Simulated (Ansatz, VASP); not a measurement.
Two plane-wave programs on CaO

```
CELL_PARAMETERS angstrom
0.00000 2.50758 2.50758
2.50758 0.00000 2.50758
2.50758 2.50758 0.00000
ATOMIC_POSITIONS crystal
Ca 0.00000 0.00000 0.00000
O 0.50000 0.50000 0.50000
```

Alike in both runs: task single point; functional PBEsol; k mesh 9 × 9 × 9; no spin polarisation.

```csv
,VASP,Ansatz
version,VASP 6.6.1,Ansatz 0.2.0
potentials or method,"VASP PAW PBE potentials, release 64 (Ca_sv, O), cutoff 520 eV",PAW plane waves
occupations,"fermi-dirac, width 0.1 eV",fermi-dirac
valence electrons in the cell,16,16
```

```csv
,VASP,Ansatz,Ansatz less VASP
pressure (GPa),-12.3,-12.6,-0.32
```

VASP's potentials were made for PBE, not for PBEsol.
